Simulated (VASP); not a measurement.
# MgO (P6_3/mmc) in VASP: single point with r2SCAN

Aim: the single point of MgO with r2SCAN.

Everything below comes from runs of VASP 6.6.1. Logs are shortened: lines on timing, memory, paths and dates and some standing lists are left out, and cuts for length are marked.

## (1) The cell of the first run

Symmetry: P6_3/mmc, No. 194, hexagonal system. Conventional cell: a = 3.484 Å, b = 3.484 Å, c = 4.144 Å, α = 90.00°, β = 90.00°, γ = 120.00°. Within 2.7 Å of Mg (site symmetry -6m2) lie 5 O at 2.01 to 2.07 Å. O (site symmetry -6m2) has 5 Mg at 2.01 to 2.07 Å within 2.7 Å.

## (2) Single point, r2SCAN (strain -0.0100 x Voigt [0, 0, 1, 0, 0, 0])

POSCAR reads:

```
MgO
1.0
    3.4841042127      0.0000000000      0.0000000000
   -1.7420521064      3.0173227576      0.0000000000
    0.0000000000      0.0000000000      4.1438307197
Mg O
2 2
Direct
    0.6666666667      0.3333333333      0.7500000000
    0.3333333333      0.6666666667      0.2500000000
    0.6666666667      0.3333333333      0.2500000000
    0.3333333333      0.6666666667      0.7500000000
```

INCAR.step1 reads:

```
SYSTEM = MgO
PREC = Accurate
ENCUT = 920
ISMEAR = 0
SIGMA = 0.05
LREAL = .False.
LASPH = .True.
NELM = 120
NBANDS = 24
GGA = PE
ALGO = Normal
EDIFF = 1E-5
LWAVE = .True.
LCHARG = .False.
GGA_COMPAT = .False.
```

INCAR.step2 reads:

```
SYSTEM = MgO
PREC = Accurate
ENCUT = 920
EDIFF = 1E-6
ISMEAR = 0
SIGMA = 0.05
LREAL = .False.
LASPH = .True.
NELM = 120
ALGO = Normal
ISIF = 2
LWAVE = .False.
LCHARG = .False.
METAGGA = R2SCAN
LMIXTAU = .True.
NBANDS = 24
ISTART = 1
GGA_COMPAT = .False.
```

KPOINTS reads:

```
Automatic mesh
0
Gamma
  6 6 6
  0 0 0
```

Potentials or basis: VASP PAW PBE potentials, release 64 (Mg_sv, O).

Command:

```console
$ cat potpaw_PBE.64/Mg_sv/POTCAR potpaw_PBE.64/O/POTCAR > POTCAR
$ cp INCAR.step1 INCAR
$ mpirun -np 1 vasp_std > vasp.out
$ cp INCAR.step2 INCAR
$ mpirun -np 1 vasp_std > vasp.out
```

OUTCAR:

```text
SYSTEM = MgO
   PREC = Accurate
   ENCUT = 920
   EDIFF = 1E-6
   ISMEAR = 0
   LREAL = .False.
   LASPH = .True.
   NELM = 120
   ISIF = 2
   METAGGA = R2SCAN
   ISTART = 1

 ion  position               nearest neighbor table
   1  0.667  0.333  0.750-   4 2.01   4 2.01   4 2.01   3 2.07   3 2.07
   2  0.333  0.667  0.250-   3 2.01   3 2.01   3 2.01   4 2.07   4 2.07
   3  0.667  0.333  0.250-   2 2.01   2 2.01   2 2.01   1 2.07   1 2.07
   4  0.333  0.667  0.750-   1 2.01   1 2.01   1 2.01   2 2.07   2 2.07

  LATTYP: Found a hexagonal cell.
 ALAT       =     3.4841042127
 C/A-ratio  =     1.1893532646

  Lattice vectors:

 A1 = (   3.4841042127,   0.0000000000,   0.0000000000)
 A2 = (  -1.7420521064,   3.0173227576,   0.0000000000)
 A3 = (   0.0000000000,   0.0000000000,   4.1438307197)

Analysis of symmetry for initial positions (statically):
=====================================================================
 Subroutine PRICEL returns:
 Original cell was already a primitive cell.

 Routine SETGRP: Setting up the symmetry group for a
 hexagonal supercell.

 Subroutine GETGRP returns: Found 24 space group operations
 (whereof 12 operations were pure point group operations)
 out of a pool of 24 trial point group operations.

The static configuration has the point symmetry D_3d.
 The point group associated with its full space group is D_6h.

Analysis of symmetry for dynamics (positions and initial velocities):
=====================================================================
 Subroutine PRICEL returns:
 Original cell was already a primitive cell.

 Routine SETGRP: Setting up the symmetry group for a
 hexagonal supercell.

 Subroutine GETGRP returns: Found 24 space group operations
 (whereof 12 operations were pure point group operations)
 out of a pool of 24 trial point group operations.

The dynamic configuration has the point symmetry D_3d.
 The point group associated with its full space group is D_6h.

 Subroutine INISYM returns: Found 24 space group operations
 (whereof 12 operations are pure point group operations),
 and found     1 'primitive' translations

----------------------------------------------------------------------------------------

                                     Primitive cell

  volume of cell :      43.5627

  direct lattice vectors                    reciprocal lattice vectors
     3.484104213  0.000000000  0.000000000     0.287017821  0.165709816  0.000000000
    -1.742052106  3.017322758  0.000000000     0.000000000  0.331419633  0.000000000
     0.000000000  0.000000000  4.143830720     0.000000000  0.000000000  0.241322599

  length of vectors
     3.484104213  3.484104213  4.143830720     0.331419633  0.331419633  0.241322599

  position of ions in fractional coordinates (direct lattice)
     0.666666667  0.333333333  0.750000000
     0.333333333  0.666666667  0.250000000
     0.666666667  0.333333333  0.250000000
     0.333333333  0.666666667  0.750000000

  ion indices of the primitive-cell ions
   primitive index   ion index
                 1           1
                 2           2
                 3           3
                 4           4

----------------------------------------------------------------------------------------

 KPOINTS: Automatic mesh

Automatic generation of k-mesh.
 Grid dimensions read from file:
 generate k-points for:    6    6    6

 Generating k-lattice:

  Cartesian coordinates                     Fractional coordinates (reciprocal lattice)
     0.047836304  0.027618303  0.000000000     0.166666667  0.000000000  0.000000000
     0.000000000  0.055236605  0.000000000     0.000000000  0.166666667  0.000000000
     0.000000000  0.000000000  0.040220433     0.000000000  0.000000000  0.166666667

  Length of vectors
     0.055236605  0.055236605  0.040220433

  Shift w.r.t. Gamma in fractional coordinates (k-lattice)
     0.000000000  0.000000000  0.000000000

 Subroutine IBZKPT returns following result:
 ===========================================

 Found     28 irreducible k-points:

 Following reciprocal coordinates:
            Coordinates               Weight
  0.000000  0.000000  0.000000      1.000000
  0.166667  0.000000  0.000000      6.000000
  0.333333  0.000000  0.000000      6.000000
  0.500000  0.000000  0.000000      3.000000
  0.166667  0.166667  0.000000      6.000000
  0.333333  0.166667  0.000000     12.000000
[... 16 lines left out ...]
  0.166667  0.000000  0.500000      6.000000
  0.333333  0.000000  0.500000      6.000000
 [... further k-points ...]
   k-points           NKPTS =     28   k-points in BZ     NKDIM =     28   number of bands    NBANDS=     24
   number of dos      NEDOS =    301   number of ions     NIONS =      4
   total plane-waves  NPLWV =  54432
   dimension x,y,z NGX =    36 NGY =   36 NGZ =   42
   dimension x,y,z NGXF=    72 NGYF=   72 NGZF=   84
   ions per type =               2   2
   NGX,Y,Z   is equivalent  to a cutoff of  17.18, 17.18, 16.85 a.u.
   NGXF,Y,Z  is equivalent  to a cutoff of  34.36, 34.36, 33.70 a.u.
 SYSTEM =  MgO
   PREC   = accura    normal or accurate (medium, high low for compatibility)
   ISTART =      1    job   : 0-new  1-cont  2-samecut
   ICHARG =      0    charge: 1-file 2-atom 10-const
   ISPIN  =      1    spin polarized calculation?
   LNONCOLLINEAR =      F non collinear calculations
   LSORBIT =      F    spin-orbit coupling
   LASPH  =      T    aspherical Exc in radial PAW
   ENCUT  =  920.0 eV  67.62 Ry    8.22 a.u.   8.62  8.62 10.25*2*pi/ulx,y,z
   NELM   =    120;   NELMIN=  2; NELMDL=  0     # of ELM steps
   EDIFF  = 0.1E-05   stopping-criterion for ELM
   LREAL  =      F    real-space projection
   EDIFFG = 0.1E-04   stopping-criterion for IOM
   NSW    =      0    number of steps for IOM
   IBRION =     -1    ionic relax: 0-MD 1-quasi-New 2-CG
   NFREE  =      0    steps in history (QN), initial steepest desc. (CG)
   ISIF   =      2    stress and relaxation
   ISYM   =      2    0-nonsym 1-usesym 2-fastsym
   POTIM  = 0.5000    time-step for ionic-motion
   TEBEG  =    0.0;   TEEND  =   0.0 temperature during run
   PSTRESS=    0.0 pullay stress
   NELECT =      32.0000    total number of electrons
   NUPDOWN=      -1.0000    fix difference up-down
   EMIN   =  10.00;   EMAX   =-10.00  energy-range for DOS
   EFERMI =   0.00;   METHOD = LEGACY
   ISMEAR =     0;   SIGMA  =   0.05  broadening in eV -4-tet -1-fermi 0-gaus
   EFERMI_NEDOS =   21; number of points for ismear=-14 and -15
   IALGO  =     38    algorithm
   IMIX   =      4    mixing-type and parameters
     AMIX     =   0.40;   BMIX     =  1.00
     AMIX_MAG =   1.60;   BMIX_MAG =  1.00
  volume/ion in A,a.u.               =      10.89        73.49
  Fermi-wavevector in a.u.,A,eV,Ry     =   1.477134  2.791378 29.686884  2.181924
  Thomas-Fermi vector in A             =   2.591575
   LORBIT       =      0    0 simple, 1 ext, 2 COOP (PROOUT), +10 PAW based schemes
   METAGGA = R2SCAN    functional components
   LHFCALC =     F    Hartree Fock is set to
   AEXX    =    0.0000 exact exchange contribution
   IVDW    =     0    specifies the selected vdW correction
   LEPSILON=     F    determine dielectric tensor
   LRPA    =     F    only Hartree local field effects (RPA)
 non-spin polarized calculation
 Gauss-broadening in eV      SIGMA  =   0.05
  energy-cutoff  :      920.00
  volume of cell :       43.56
 maximum number of plane-waves:      2804
 NGX is ok and might be reduce to    36
   NGX = 17   NGY = 17   NGZ = 21

 number of electron      31.9999994 magnetization

 Free energy of the ion-electron system (eV)
  ---------------------------------------------------
  ext. energy  EPLUGINS =         0.00000000
  ---------------------------------------------------
  free energy    TOTEN  =       -32.05108898 eV

  energy without entropy =      -32.05108898  energy(sigma->0) =      -32.05108898

 E-fermi :   1.8023     XC(G=0): -10.9874

 val. band max:        1.4087535116   @ k =   0.0000   0.0000   0.0000
 cond. band min:       5.5682577478   @ k =   0.0000   0.0000   0.0000
 fundamental gap:      4.1595042362
 Fermi energy:         1.8023397507

 k-point     1 :       0.0000    0.0000    0.0000
  band No.  band energies     occupation
      1     -73.4430      2.00000
      2     -73.4307      2.00000
      3     -38.5914      2.00000
      4     -38.5770      2.00000
      5     -38.5770      2.00000
      6     -38.5488      2.00000
[... 16 lines left out ...]
     23      18.1942      0.00000
     24      18.4027      0.00000

 k-point     2 :       0.1667    0.0000    0.0000
  band No.  band energies     occupation
      1     -73.4422      2.00000
      2     -73.4313      2.00000
      3     -38.5866      2.00000
      4     -38.5804      2.00000
      5     -38.5793      2.00000
      6     -38.5543      2.00000
[... 16 lines left out ...]
     23      17.3325      0.00000
     24      17.4355      0.00000

 k-point     3 :       0.3333    0.0000    0.0000
  band No.  band energies     occupation
      1     -73.4399      2.00000
      2     -73.4328      2.00000
      3     -38.5872      2.00000
      4     -38.5837      2.00000
      5     -38.5742      2.00000
      6     -38.5653      2.00000
[... 16 lines left out ...]
     23      16.6357      0.00000
     24      17.4216      0.00000

 k-point     4 :       0.5000    0.0000    0.0000
  band No.  band energies     occupation
      1     -73.4382      2.00000
      2     -73.4341      2.00000
      3     -38.5905      2.00000
      4     -38.5858      2.00000
      5     -38.5708      2.00000
      6     -38.5645      2.00000
[... 16 lines left out ...]
     23      17.2787      0.00000
     24      17.5922      0.00000

 k-point     5 :       0.1667    0.1667    0.0000
  band No.  band energies     occupation
      1     -73.4406      2.00000
      2     -73.4323      2.00000
      3     -38.5846      2.00000
      4     -38.5834      2.00000
      5     -38.5778      2.00000
      6     -38.5621      2.00000
[... 16 lines left out ...]
     23      16.9188      0.00000
     24      17.0733      0.00000

 k-point     6 :       0.3333    0.1667    0.0000
  band No.  band energies     occupation
      1     -73.4382      2.00000
      2     -73.4341      2.00000
      3     -38.5909      2.00000
      4     -38.5840      2.00000
      5     -38.5710      2.00000
      6     -38.5646      2.00000
[... 16 lines left out ...]
     23      17.3060      0.00000
     24      17.3837      0.00000
[... 379 lines left out ...]
 k-point    21 :       0.3333    0.3333    0.3333
  band No.  band energies     occupation
      1     -73.4360      2.00000
      2     -73.4360      2.00000
      3     -38.6019      2.00000
      4     -38.6019      2.00000
      5     -38.5825      2.00000
      6     -38.5607      2.00000
[... 16 lines left out ...]
     23      18.1111      0.00000
     24      20.4816      0.00000

 k-point    22 :       0.0000    0.0000    0.5000
  band No.  band energies     occupation
      1     -73.4370      2.00000
      2     -73.4370      2.00000
      3     -38.5628      2.00000
      4     -38.5628      2.00000
      5     -38.5628      2.00000
      6     -38.5628      2.00000
[... 16 lines left out ...]
     23      18.7247      0.00000
     24      18.7247      0.00000

 k-point    23 :       0.1667    0.0000    0.5000
  band No.  band energies     occupation
      1     -73.4367      2.00000
      2     -73.4367      2.00000
      3     -38.5809      2.00000
      4     -38.5809      2.00000
      5     -38.5638      2.00000
      6     -38.5638      2.00000
[... 16 lines left out ...]
     23      18.4038      0.00000
     24      18.4038      0.00000

 k-point    24 :       0.3333    0.0000    0.5000
  band No.  band energies     occupation
      1     -73.4363      2.00000
      2     -73.4363      2.00000
      3     -38.5992      2.00000
      4     -38.5992      2.00000
      5     -38.5657      2.00000
      6     -38.5657      2.00000
[... 16 lines left out ...]
     23      17.6823      0.00000
     24      17.6823      0.00000

 [... further k-points ...]

------------------------ aborting loop because EDIFF is reached ----------------------------------------

  FORCE on cell =-STRESS in cart. coord.  units (eV):
  Direction    XX          YY          ZZ          XY          YZ          ZX
  --------------------------------------------------------------------------------------
  -------------------------------------------------------------------------------------
  Total        0.3671935      0.3671935      0.9556654     -0.0000000      0.0000000     -0.0000000
  in kB       13.5048781     13.5048781     35.1480745     -0.0000000      0.0000000     -0.0000000
  external PRESSURE =      20.7192769 kB  Pullay stress =       0.0000000 kB

 VOLUME and BASIS-vectors are now :
 -----------------------------------------------------------------------------
  energy-cutoff  :      920.00
  volume of cell :       43.56
      direct lattice vectors                 reciprocal lattice vectors
     3.484104213  0.000000000  0.000000000     0.287017821  0.165709816  0.000000000
    -1.742052106  3.017322758  0.000000000     0.000000000  0.331419633  0.000000000
     0.000000000  0.000000000  4.143830720     0.000000000  0.000000000  0.241322599

 POSITION                                       TOTAL-FORCE (eV/Angst)
 -----------------------------------------------------------------------------------
      1.74205      1.00577      3.10787         0.000000     -0.000000     -0.000000
     -0.00000      2.01155      1.03596        -0.000000      0.000000     -0.000000
      1.74205      1.00577      1.03596        -0.000000     -0.000000      0.000000
     -0.00000      2.01155      3.10787         0.000000     -0.000000      0.000000
 -----------------------------------------------------------------------------------
    total drift:                               -0.000000     -0.000000     -0.000000

  FREE ENERGIE OF THE ION-ELECTRON SYSTEM (eV)
  ---------------------------------------------------
  free  energy   TOTEN  =       -32.0510889795 eV

  energy  without entropy=      -32.0510889795  energy(sigma->0) =      -32.05108898
```

Run time: 2.7 min. Hardware: 1 thread of Intel Xeon Platinum 8259CL at 2.50GHz (Skylake/Cascade Lake), shared host; peak memory 0.25 GiB.

Results:

| Property | Result |
| --- | --- |
| Free energy | -32.0511 eV |
| Pressure | 2.1 GPa |
| Band gap on the k mesh | 4.16 eV |

Caveat: the cell differs from its parent crystal (strain -0.0100 x Voigt [0, 0, 1, 0, 0, 0]); the PAW data sets were made with another functional, which shifts forces and pressure a little.
